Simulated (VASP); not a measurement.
# MnB4W (P-6m2) in VASP: single point with PBE

Aim: the single point of MnB4W with PBE.

Everything below comes from runs of VASP 6.6.1. Logs are shortened: lines on timing, memory, paths and dates and some standing lists are left out, and cuts for length are marked.

### 1 The cell of the first run

It takes space group P-6m2 (No. 187, hexagonal). Conventional cell: a = 2.983 Å, b = 2.983 Å, c = 13.182 Å, α = 90.00°, β = 90.00°, γ = 120.00°. Within 2.7 Å of Mn (site symmetry 3m) lie 10 B at 2.07 to 2.24 Å and 1 Mn at 2.64 Å. Within 2.4 Å of B (site symmetry 3m) lie 3 B at 1.84 Å and 1 W at 2.20 Å and 3 Mn at 2.24 Å. Within 2.4 Å of B (site symmetry 3m) lie 3 B at 1.84 Å and 1 Mn at 2.07 Å and 3 W at 2.33 Å. Within 2.3 Å of B (site symmetry -6m2) lie 3 B at 1.72 Å. Within 2.3 Å of B (site symmetry -6m2) lie 3 B at 1.72 Å. B (site symmetry -6m2) has 3 B at 1.72 Å and 6 Mn at 2.17 Å within 2.3 Å. Within 2.3 Å of B (site symmetry -6m2) lie 3 B at 1.72 Å and 6 Mn at 2.17 Å. Within 2.9 Å of W (site symmetry 3m) lie 10 B at 2.20 to 2.38 Å.

### 2 Single point, PBE, collinear spin, ferromagnetic start

Input file INCAR:

```
PREC = Accurate
ENCUT = 500
EDIFF = 1E-6
ISMEAR = 0
SIGMA = 0.1
LREAL = False
LASPH = True
NELM = 200
ALGO = Normal
ISIF = 2
LWAVE = False
LCHARG = False
ISPIN = 2
MAGMOM = 0.16 0.16 0 0 0 0 0 0 0 0 0 0
LORBIT = 11
LMAXMIX = 4
GGA = PE
NBANDS = 55
GGA_COMPAT = False
```

Input file KPOINTS:

```
Automatic mesh
0
Gamma
  12 12 4
```

Input file POSCAR:

```
MnB4W
1.0
    2.9834102732      0.0000000000      0.0000000000
   -1.4917051366      2.5837090865      0.0000000000
    0.0000000000      0.0000000000     13.1820150028
Mn B W
2 8 2
Direct
    0.0000000000      0.0000000000      0.8998291221
    0.0000000000      0.0000000000      0.1001708779
    0.3333333333      0.6666666667      0.2088631012
    0.0000000000      0.0000000000      0.2571375217
    0.6666666667      0.3333333333      0.5000000000
    0.0000000000      0.0000000000      0.5000000000
    0.3333333333      0.6666666667      0.7911368988
    0.0000000000      0.0000000000      0.7428624783
    0.6666666667      0.3333333333      0.0000000000
    0.3333333333      0.6666666667      0.0000000000
    0.3333333333      0.6666666667      0.3757728923
    0.3333333333      0.6666666667      0.6242271077
```

Potentials or basis: VASP PAW PBE potentials, release 64 (Mn_pv, B, W_sv).

The run is started by

```sh
cat potpaw_PBE.64/Mn_pv/POTCAR potpaw_PBE.64/B/POTCAR potpaw_PBE.64/W_sv/POTCAR > POTCAR
mpirun -np 1 vasp_std > vasp.out
```

OUTCAR:

```text
PREC = Accurate
   ENCUT = 500
   EDIFF = 1E-6
   ISMEAR = 0
   LREAL = False
   LASPH = True
   NELM = 200
   ISIF = 2
   ISPIN = 2
   LORBIT = 11
   GGA = PE

 ion  position               nearest neighbor table
   1  0.000  0.000  0.900-   8 2.07   9 2.17  10 2.17  10 2.17   9 2.17   9 2.17  10 2.17   7 2.24
                             7 2.24   7 2.24   2 2.64
   2  0.000  0.000  0.100-   4 2.07   9 2.17  10 2.17  10 2.17   9 2.17   9 2.17  10 2.17   3 2.24
                             3 2.24   3 2.24   1 2.64
   3  0.333  0.667  0.209-   4 1.84   4 1.84   4 1.84  11 2.20   2 2.24   2 2.24   2 2.24
   4  0.000  0.000  0.257-   3 1.84   3 1.84   3 1.84   2 2.07  11 2.33  11 2.33  11 2.33
   5  0.667  0.333  0.500-   6 1.72   6 1.72   6 1.72  12 2.38  11 2.38  12 2.38  11 2.38  12 2.38
                            11 2.38
   6  0.000  0.000  0.500-   5 1.72   5 1.72   5 1.72  12 2.38  11 2.38  11 2.38  12 2.38  11 2.38
                            12 2.38
   7  0.333  0.667  0.791-   8 1.84   8 1.84   8 1.84  12 2.20   1 2.24   1 2.24   1 2.24
   8  0.000  0.000  0.743-   7 1.84   7 1.84   7 1.84   1 2.07  12 2.33  12 2.33  12 2.33
   9  0.667  0.333  0.000-  10 1.72  10 1.72  10 1.72   1 2.17   2 2.17   1 2.17   2 2.17   1 2.17
                             2 2.17
  10  0.333  0.667  0.000-   9 1.72   9 1.72   9 1.72   1 2.17   2 2.17   2 2.17   1 2.17   2 2.17
                             1 2.17
  11  0.333  0.667  0.376-   3 2.20   4 2.33   4 2.33   4 2.33   5 2.38   6 2.38   5 2.38   6 2.38
                             6 2.38   5 2.38  12 3.28
  12  0.333  0.667  0.624-   7 2.20   8 2.33   8 2.33   8 2.33   5 2.38   6 2.38   5 2.38   6 2.38
                             6 2.38   5 2.38  11 3.28

  LATTYP: Found a hexagonal cell.
 ALAT       =     2.9834102732
 C/A-ratio  =     4.4184385638

  Lattice vectors:

 A1 = (   2.9834102732,   0.0000000000,   0.0000000000)
 A2 = (  -1.4917051366,   2.5837090865,   0.0000000000)
 A3 = (   0.0000000000,   0.0000000000,  13.1820150028)

Analysis of symmetry for initial positions (statically):
=====================================================================
 Subroutine PRICEL returns:
 Original cell was already a primitive cell.

 Routine SETGRP: Setting up the symmetry group for a
 hexagonal supercell.

 Subroutine GETGRP returns: Found 12 space group operations
 (whereof 12 operations were pure point group operations)
 out of a pool of 24 trial point group operations.

The static configuration has the point symmetry D_3h.

Analysis of symmetry for dynamics (positions and initial velocities):
=====================================================================
 Subroutine PRICEL returns:
 Original cell was already a primitive cell.

 Routine SETGRP: Setting up the symmetry group for a
 hexagonal supercell.

 Subroutine GETGRP returns: Found 12 space group operations
 (whereof 12 operations were pure point group operations)
 out of a pool of 24 trial point group operations.

The dynamic configuration has the point symmetry D_3h.

Analysis of structural, dynamic, and magnetic symmetry:
=====================================================================
 Subroutine PRICEL returns:
 Original cell was already a primitive cell.

 Routine SETGRP: Setting up the symmetry group for a
 hexagonal supercell.

 Subroutine GETGRP returns: Found 12 space group operations
 (whereof 12 operations were pure point group operations)
 out of a pool of 24 trial point group operations.

The overall configuration has the point symmetry D_3h.

 Subroutine INISYM returns: Found 12 space group operations
 (whereof 12 operations are pure point group operations),
 and found     1 'primitive' translations

----------------------------------------------------------------------------------------

                                     Primitive cell

  volume of cell :     101.6105

  direct lattice vectors                    reciprocal lattice vectors
     2.983410273  0.000000000  0.000000000     0.335186886  0.193520239  0.000000000
    -1.491705137  2.583709086  0.000000000     0.000000000  0.387040478  0.000000000
     0.000000000  0.000000000 13.182015003     0.000000000  0.000000000  0.075860936

  length of vectors
     2.983410273  2.983410273 13.182015003     0.387040478  0.387040478  0.075860936

[... 102 lines left out ...]
   EDIFFG = 0.1E-04   stopping-criterion for IOM
   NSW    =      0    number of steps for IOM
   IBRION =     -1    ionic relax: 0-MD 1-quasi-New 2-CG
   NFREE  =      0    steps in history (QN), initial steepest desc. (CG)
   ISIF   =      2    stress and relaxation
   ISYM   =      2    0-nonsym 1-usesym 2-fastsym
   POTIM  = 0.5000    time-step for ionic-motion
   TEBEG  =    0.0;   TEEND  =   0.0 temperature during run
   PSTRESS=    0.0 pullay stress
   NELECT =      78.0000    total number of electrons
   NUPDOWN=      -1.0000    fix difference up-down
   EMIN   =  10.00;   EMAX   =-10.00  energy-range for DOS
   EFERMI =   0.00;   METHOD = LEGACY
   ISMEAR =     0;   SIGMA  =   0.10  broadening in eV -4-tet -1-fermi 0-gaus
   EFERMI_NEDOS =   21; number of points for ismear=-14 and -15
   IALGO  =     38    algorithm
   IMIX   =      4    mixing-type and parameters
     AMIX     =   0.40;   BMIX     =  1.00
     AMIX_MAG =   1.60;   BMIX_MAG =  1.00
  volume/ion in A,a.u.               =       8.47        57.14
  Fermi-wavevector in a.u.,A,eV,Ry     =   1.498972  2.832647 30.571169  2.246918
  Thomas-Fermi vector in A             =   2.610662
   LORBIT       =     11    0 simple, 1 ext, 2 COOP (PROOUT), +10 PAW based schemes
   GGA     = PE    functional components
   LHFCALC =     F    Hartree Fock is set to
   AEXX    =    0.0000 exact exchange contribution
   IVDW    =     0    specifies the selected vdW correction
   LEPSILON=     F    determine dielectric tensor
   LRPA    =     F    only Hartree local field effects (RPA)
 spin polarized calculation
 Gauss-broadening in eV      SIGMA  =   0.10
  energy-cutoff  :      500.00
  volume of cell :      101.61
 maximum number of plane-waves:      2634
 NGX is ok and might be reduce to    24
   NGX = 11   NGY = 11   NGZ = 49

 number of electron      77.9999980 magnetization       0.0172081

 Free energy of the ion-electron system (eV)
  ---------------------------------------------------
  ext. energy  EPLUGINS =         0.00000000
  ---------------------------------------------------
  free energy    TOTEN  =      -101.37647969 eV

  energy without entropy =     -101.35524713  energy(sigma->0) =     -101.36586341

 E-fermi :  10.2720     XC(G=0): -13.2240

 val. band max:       10.2584570012   @ k =   0.0833  -0.0000   0.0000
 cond. band min:      10.2826245739   @ k =   0.3333   0.1667   0.5000
 fundamental gap:      0.0241675727
 Fermi energy:        10.2719589622

 spin component 1

 k-point     1 :       0.0000    0.0000    0.0000
  band No.  band energies     occupation
      1     -64.3867      1.00000
      2     -64.3834      1.00000
      3     -38.4320      1.00000
      4     -38.3023      1.00000
      5     -37.9836      1.00000
      6     -37.9836      1.00000
[... 1285 lines left out ...]
     50      14.2915      0.00000
     51      14.7251      0.00000

 [... further k-points ...]

 spin component 2

 k-point     1 :       0.0000    0.0000    0.0000
  band No.  band energies     occupation
      1     -64.3870      1.00000
      2     -64.3836      1.00000
      3     -38.4260      1.00000
      4     -38.2962      1.00000
      5     -37.9724      1.00000
      6     -37.9724      1.00000
[... 1285 lines left out ...]
     50      14.2917      0.00000
     51      14.7258      0.00000

 [... further k-points ...]

 [bands above 51 left out]

------------------------ aborting loop because EDIFF is reached ----------------------------------------

  FORCE on cell =-STRESS in cart. coord.  units (eV):
  Direction    XX          YY          ZZ          XY          YZ          ZX
  --------------------------------------------------------------------------------------
  -------------------------------------------------------------------------------------
  Total       -0.1080151     -0.1080151     -0.2507563      0.0000000      0.0000000      0.0000000
  in kB       -1.7031645     -1.7031645     -3.9538844      0.0000000      0.0000000      0.0000000
  external PRESSURE =      -2.4534045 kB  Pullay stress =       0.0000000 kB

 VOLUME and BASIS-vectors are now :
 -----------------------------------------------------------------------------
  energy-cutoff  :      500.00
  volume of cell :      101.61
      direct lattice vectors                 reciprocal lattice vectors
     2.983410273  0.000000000  0.000000000     0.335186886  0.193520239  0.000000000
    -1.491705137  2.583709086  0.000000000     0.000000000  0.387040478  0.000000000
     0.000000000  0.000000000 13.182015003     0.000000000  0.000000000  0.075860936

 POSITION                                       TOTAL-FORCE (eV/Angst)
 -----------------------------------------------------------------------------------
      0.00000      0.00000     11.86156         0.000000     -0.000000     -0.002293
      0.00000      0.00000      1.32045         0.000000     -0.000000      0.002293
     -0.00000      1.72247      2.75324        -0.000000      0.000000     -0.027792
      0.00000      0.00000      3.38959        -0.000000      0.000000      0.006397
      1.49171      0.86124      6.59101        -0.000000     -0.000000      0.000000
      0.00000      0.00000      6.59101        -0.000000     -0.000000      0.000000
     -0.00000      1.72247     10.42878         0.000000     -0.000000      0.027792
      0.00000      0.00000      9.79242         0.000000     -0.000000     -0.006397
      1.49171      0.86124      0.00000         0.000000     -0.000000      0.000000
     -0.00000      1.72247      0.00000        -0.000000      0.000000      0.000000
     -0.00000      1.72247      4.95344        -0.000000      0.000000     -0.062315
     -0.00000      1.72247      8.22857        -0.000000      0.000000      0.062315
 -----------------------------------------------------------------------------------
    total drift:                                0.000000     -0.000000     -0.000000

  FREE ENERGIE OF THE ION-ELECTRON SYSTEM (eV)
  ---------------------------------------------------
  free  energy   TOTEN  =      -101.3764796918 eV

  energy  without entropy=     -101.3552471327  energy(sigma->0) =     -101.36586341

 total charge

# of ion       s       p       d       tot
------------------------------------------
    1        0.323   6.413   5.335  12.072
    2        0.323   6.413   5.335  12.072
    3        0.677   1.187   0.000   1.864
    4        0.680   1.250   0.000   1.930
    5        0.687   1.377   0.000   2.064
    6        0.679   1.405   0.000   2.084
    7        0.677   1.187   0.000   1.864
    8        0.680   1.250   0.000   1.930
    9        0.699   1.357   0.000   2.056
   10        0.689   1.357   0.000   2.046
   11        2.323   6.360   3.533  12.216
   12        2.323   6.360   3.533  12.216
--------------------------------------------------
tot         10.762  35.915  17.736  64.412

 magnetization (x)

# of ion       s       p       d       tot
------------------------------------------
    1        0.000   0.000   0.008   0.008
    2        0.000   0.000   0.008   0.008
    3       -0.000  -0.000   0.000  -0.000
    4       -0.000   0.000   0.000   0.000
    5       -0.000   0.000   0.000   0.000
    6        0.000  -0.000   0.000  -0.000
    7       -0.000  -0.000   0.000  -0.000
    8       -0.000   0.000   0.000   0.000
    9       -0.000  -0.000   0.000  -0.000
   10       -0.000  -0.000   0.000  -0.000
   11       -0.000  -0.000  -0.000  -0.000
   12       -0.000  -0.000  -0.000  -0.000
--------------------------------------------------
tot         -0.000  -0.001   0.016   0.014
```

It took 26 min on 1 thread of Intel Xeon 8259CL, shared host; peak memory 0.57 GiB.

What came out:

- Free energy: -101.3765 eV
- Pressure: -0.2 GPa
- Largest force: 0.062 eV/Å
- Band gap on the k mesh: zero (filled and empty bands overlap)
- Net moment: 0.02 μB per cell
- Valence electrons inside the program's atomic spheres: Mn 12.07; B 1.86, 1.93, 2.06, 2.08, 2.05; W 12.22

Forces on the atoms (eV/Å):
```
Mn   0.000  0.000 -0.002
Mn   0.000  0.000  0.002
B    0.000  0.000 -0.028
B    0.000  0.000  0.006
B    0.000  0.000  0.000
B    0.000  0.000  0.000
B    0.000  0.000  0.028
B    0.000  0.000 -0.006
B    0.000  0.000  0.000
B    0.000  0.000  0.000
W    0.000  0.000 -0.062
W    0.000  0.000  0.062
```

Stress tensor (GPa, compression positive):
```
-0.17  0.00  0.00
 0.00 -0.17  0.00
 0.00  0.00 -0.40
```

Levels at points of the mesh, in eV from the Fermi level:
Spin up:
| k point | band 36 | band 37 | band 38 | band 39 | band 40 | band 41 | band 42 | band 43 |
| --- | --- | --- | --- | --- | --- | --- | --- | --- |
| (0.00, 0.00, 0.00) | -1.67 | -1.67 | -1.01 | -1.01 | 0.06 | 0.06 | 0.38 | 0.44 |
| (0.50, 0.00, 0.00) | -2.50 | -0.77 | -0.12 | 0.06 | 0.44 | 0.60 | 1.13 | 1.51 |
| (0.00, 0.00, 0.50) | -1.47 | -1.47 | -0.87 | -0.87 | -0.37 | -0.37 | 0.38 | 0.61 |
| (0.50, 0.00, 0.50) | -2.57 | -0.27 | -0.16 | 0.07 | 0.31 | 0.45 | 0.60 | 1.48 |
Spin down:
| k point | band 36 | band 37 | band 38 | band 39 | band 40 | band 41 | band 42 | band 43 |
| --- | --- | --- | --- | --- | --- | --- | --- | --- |
| (0.00, 0.00, 0.00) | -1.66 | -1.66 | -1.01 | -1.01 | 0.06 | 0.06 | 0.39 | 0.44 |
| (0.50, 0.00, 0.00) | -2.50 | -0.77 | -0.11 | 0.07 | 0.45 | 0.61 | 1.13 | 1.51 |
| (0.00, 0.00, 0.50) | -1.46 | -1.46 | -0.87 | -0.87 | -0.37 | -0.37 | 0.38 | 0.61 |
| (0.50, 0.00, 0.50) | -2.57 | -0.27 | -0.15 | 0.08 | 0.31 | 0.46 | 0.61 | 1.49 |

Caveat: spin-orbit coupling is left out, which moves the levels of the heavy elements.
